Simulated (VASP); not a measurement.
Wanted: the native input for a VASP 6.6.1 run.

```
Task                   : single point
Functional             : PBE
Potentials or basis    : VASP PAW PBE potentials, release 64 (Pd)
Cutoff                 : 520 eV
k mesh                 : 12 × 12 × 12
Occupations            : fermi-dirac, width 0.08 eV
Spin                   : no spin polarisation
Dipole correction      : no
Further INCAR settings : ALGO = Normal; EDIFF = 1e-07; NBANDS = 17
```

The structure of Pd lies in POSCAR:

```
Pd
1.0
    0.0000000000      2.1408649783      2.1408649783
    2.1408649783      0.0000000000      2.1408649783
    2.1408649783      2.1408649783      0.0000000000
Pd
2
Direct
   -0.1250000000     -0.1250000000     -0.1250000000
    0.1250000000      0.1250000000      0.1250000000
```

This cell differs from its parent crystal: volume scaled by 0.4.

One way to write it, as run:

INCAR

```
SYSTEM = Pd
PREC = Accurate ; ENCUT = 520
EDIFF = 1E-7 ; ISMEAR = -1
SIGMA = 0.08 ; LREAL = .FALSE.
LASPH = .TRUE. ; NELM = 100
ALGO = Normal ; ISIF = 2
LWAVE = .FALSE. ; LCHARG = .TRUE.
GGA = PE ; LELF = .TRUE.
LVHAR = .TRUE. ; NBANDS = 17
```

KPOINTS

```
Automatic mesh
0
G
  12 12 12
  0 0 0
```

Potentials or basis: VASP PAW PBE potentials, release 64 (Pd).

Run with:

```sh
$ cat potpaw_PBE.64/Pd/POTCAR > POTCAR
$ mpirun -np 1 vasp_std > vasp.out
```

Results of the run:

```
Pressure               : 503.7 GPa
Band gap on the k mesh : zero (band 10 reaches 20.74 eV, above the bottom of band 11 at 19.30 eV)
```

Wall time 34 s on 1 thread of Intel Xeon 8259CL (shared host), peak memory 0.15 GiB.
